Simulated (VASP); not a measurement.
# CsBr (Pm-3m) in VASP: a series of runs, part 2 of 2

VASP 6.6.1.

## 3. Single point, PBE, non-collinear spin, zero start, spin-orbit coupling

The input, INCAR:

```
SYSTEM = CsBr
ALGO = Normal
EDIFF = 1E-6
ENCUT = 500
GGA = PE
GGA_COMPAT = .False.
ISIF = 2
ISMEAR = -1
LASPH = .True.
LCHARG = .True.
LORBIT = 11
LORBMOM = .True.
LREAL = .False.
LSORBIT = .True.
LVHAR = .True.
LWAVE = .False.
MAGMOM = 0 0 0 0 0 0
NBANDS = 28
NELM = 200
PREC = Accurate
SIGMA = 0.02
```

The input, KPOINTS:

```
k-points
0
Gamma
  7 7 7
  0 0 0
```

The input, POSCAR:

```
CsBr
1.0
    4.3893007101      0.0000000000      0.0000000000
    0.0000000000      4.3893007101      0.0000000000
    0.0000000000      0.0000000000      4.3893007101
Cs Br
1 1
Direct
    0.0000000000      0.0000000000      0.0000000000
    0.5000000000      0.5000000000      0.5000000000
```

Potentials or basis: VASP PAW PBE potentials, release 64 (Cs_sv, Br).

Command:

```
cat potpaw_PBE.64/Cs_sv/POTCAR potpaw_PBE.64/Br/POTCAR > POTCAR
mpirun -np 1 vasp_ncl > vasp.out
```

OUTCAR:

```text
SYSTEM = CsBr
   EDIFF = 1E-6
   ENCUT = 500
   GGA = PE
   ISIF = 2
   ISMEAR = -1
   LASPH = .True.
   LORBIT = 11
   LREAL = .False.
   LSORBIT = .True.
   NELM = 200
   PREC = Accurate

 ion  position               nearest neighbor table
   1  0.000  0.000  0.000-
   2  0.500  0.500  0.500-

  LATTYP: Found a simple cubic cell.
 ALAT       =     4.3893007101

  Lattice vectors:

 A1 = (   4.3893007101,   0.0000000000,   0.0000000000)
 A2 = (   0.0000000000,   4.3893007101,   0.0000000000)
 A3 = (   0.0000000000,   0.0000000000,   4.3893007101)

Analysis of symmetry for initial positions (statically):
=====================================================================
 Subroutine PRICEL returns:
 Original cell was already a primitive cell.

 Routine SETGRP: Setting up the symmetry group for a
 simple cubic supercell.

 Subroutine GETGRP returns: Found 48 space group operations
 (whereof 48 operations were pure point group operations)
 out of a pool of 48 trial point group operations.

The static configuration has the point symmetry O_h .

Analysis of symmetry for dynamics (positions and initial velocities):
=====================================================================
 Subroutine PRICEL returns:
 Original cell was already a primitive cell.

 Routine SETGRP: Setting up the symmetry group for a
 simple cubic supercell.

 Subroutine GETGRP returns: Found 48 space group operations
 (whereof 48 operations were pure point group operations)
 out of a pool of 48 trial point group operations.

The dynamic configuration has the point symmetry O_h .

Analysis of structural, dynamic, and magnetic symmetry:
=====================================================================
 Subroutine PRICEL returns:
 Original cell was already a primitive cell.

 Routine SETGRP: Setting up the symmetry group for a
 simple cubic supercell.

[... 815 lines left out ...]
            0.000  -0.000  -0.000

 orbital moment (y)

 # of ion     p       d       tot
 ----------------------------------------
  1         0.000   0.000   0.000
  2         0.000  -0.000  -0.000
 ----------------------------------------
            0.000   0.000   0.000

 orbital moment (z)

 # of ion     p       d       tot
 ----------------------------------------
  1         0.000   0.000   0.000
  2         0.000   0.000   0.000
 ----------------------------------------
            0.000   0.000   0.000

 Spin-Orbit-Coupling matrix elements

 Ion:    1  E_soc:     -0.3256409
 l=   1
     0.0000000    -0.0542328    -0.0542328
    -0.0542328     0.0000000    -0.0542328
    -0.0542328    -0.0542328     0.0000000
 l=   2
     0.0000000    -0.0000136     0.0000000    -0.0000136    -0.0000270
    -0.0000136     0.0000000    -0.0000203    -0.0000136    -0.0000068
     0.0000000    -0.0000203     0.0000000    -0.0000203     0.0000000
    -0.0000136    -0.0000136    -0.0000203     0.0000000    -0.0000068
    -0.0000270    -0.0000068     0.0000000    -0.0000068     0.0000000
 l=   3
     0.0000000     0.0000000     0.0000000     0.0000000     0.0000000     0.0000000     0.0000000
     0.0000000     0.0000000     0.0000000     0.0000000     0.0000000     0.0000000     0.0000000
     0.0000000     0.0000000     0.0000000     0.0000000     0.0000000     0.0000000     0.0000000
     0.0000000     0.0000000     0.0000000     0.0000000     0.0000000     0.0000000     0.0000000
     0.0000000     0.0000000     0.0000000     0.0000000     0.0000000     0.0000000     0.0000000
     0.0000000     0.0000000     0.0000000     0.0000000     0.0000000     0.0000000     0.0000000
     0.0000000     0.0000000     0.0000000     0.0000000     0.0000000     0.0000000     0.0000000

 Ion:    2  E_soc:     -0.0528877
 l=   1
     0.0000000    -0.0088139    -0.0088139
    -0.0088139     0.0000000    -0.0088139
    -0.0088139    -0.0088139     0.0000000
 l=   2
     0.0000000    -0.0000002     0.0000000    -0.0000002    -0.0000004
    -0.0000002     0.0000000    -0.0000003    -0.0000002    -0.0000001
     0.0000000    -0.0000003     0.0000000    -0.0000003     0.0000000
    -0.0000002    -0.0000002    -0.0000003     0.0000000    -0.0000001
    -0.0000004    -0.0000001     0.0000000    -0.0000001     0.0000000
 l=   3
     0.0000000     0.0000000     0.0000000     0.0000000     0.0000000     0.0000000     0.0000000
     0.0000000     0.0000000     0.0000000     0.0000000     0.0000000     0.0000000     0.0000000
     0.0000000     0.0000000     0.0000000     0.0000000     0.0000000     0.0000000     0.0000000
     0.0000000     0.0000000     0.0000000     0.0000000     0.0000000     0.0000000     0.0000000
     0.0000000     0.0000000     0.0000000     0.0000000     0.0000000     0.0000000     0.0000000
     0.0000000     0.0000000     0.0000000     0.0000000     0.0000000     0.0000000     0.0000000
     0.0000000     0.0000000     0.0000000     0.0000000     0.0000000     0.0000000     0.0000000

 total charge

# of ion       s       p       d       tot
------------------------------------------
    1        1.835   4.706   0.025   6.567
    2        1.601   3.276   0.001   4.878
--------------------------------------------------
tot          3.437   7.982   0.027  11.445

 magnetization (x)

# of ion       s       p       d       tot
------------------------------------------
    1        0.000  -0.000  -0.000  -0.000
    2       -0.000  -0.000   0.000  -0.000
--------------------------------------------------
tot         -0.000  -0.000  -0.000  -0.000

 magnetization (y)

# of ion       s       p       d       tot
------------------------------------------
    1       -0.000   0.000  -0.000  -0.000
    2       -0.000   0.000   0.000   0.000
--------------------------------------------------
tot         -0.000   0.000  -0.000   0.000

 magnetization (z)

# of ion       s       p       d       tot
------------------------------------------
    1        0.000  -0.000  -0.000  -0.000
    2       -0.000   0.000   0.000  -0.000
--------------------------------------------------
tot         -0.000  -0.000  -0.000  -0.000
```

stdout:

```text
POSCAR found type information on POSCAR CsBr
 POSCAR found :  2 types and       2 ions
 scaLAPACK will be used
 LDA part: xc-table for (Slater+PW92), standard interpolation
 POSCAR, INCAR and KPOINTS ok, starting setup
 FFT: planning ... GRIDC
 FFT: planning ... GRID_SOFT
 FFT: planning ... GRID
 WAVECAR not read
 entering main loop
```

Wall time 35 s (1 thread of Intel Xeon 6975P-C (Granite Rapids), shared host); peak memory 0.33 GiB.

What came out:

| Quantity | Value |
| --- | --- |
| Free energy | -6.2129 eV |
| Pressure | 0.0 GPa |
| Net moment | 0.00 μB per cell |
| Valence electrons inside the program's atomic spheres | Cs 6.57; Br 4.88 |

Moments on the atoms (μB; x, y, z):
```
Cs  0.00 0.00 0.00
Br  0.00 0.00 0.00
```
